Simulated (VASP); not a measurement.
A run of VASP 6.6.1:

Contents of INCAR:

```
PREC = Accurate
ENCUT = 500
EDIFF = 1E-6
ISMEAR = 0
SIGMA = 0.1
LREAL = F
LASPH = T
NELM = 120
ALGO = Normal
ISIF = 2
LWAVE = F
LCHARG = F
GGA = PE
NBANDS = 18
GGA_COMPAT = F
```

Contents of KPOINTS:

```
Automatic mesh
0
Gamma
  6 6 6
```

The input POSCAR:

```
TiH6
1.0
    0.0000000000      2.6835847026      2.6835847026
    2.6835847026      0.0000000000      2.6835847026
    2.6835847026      2.6835847026      0.0000000000
Ti H
1 6
Direct
    0.5000000000      0.5000000000      0.5000000000
    0.5000000000      0.0000000000      0.0000000000
    0.0000000000      0.5000000000      0.5000000000
    0.0000000000      0.5000000000      0.0000000000
    0.5000000000      0.0000000000      0.5000000000
    0.0000000000      0.0000000000      0.5000000000
    0.5000000000      0.5000000000      0.0000000000
```

Potentials or basis: VASP PAW PBE potentials, release 64 (Ti_sv, H).

Launch:

```sh
$ cat potpaw_PBE.64/Ti_sv/POTCAR potpaw_PBE.64/H/POTCAR > POTCAR
$ mpirun -np 1 vasp_std > vasp.out
```

Hardware: 1 thread of Intel Xeon 6975P-C (shared host).

Estimate the wall time of this run.

It took 21 s on 1 thread of Intel Xeon 6975P-C (shared host), peak memory 0.15 GiB. Counts: scf iterations 14, k points 16.
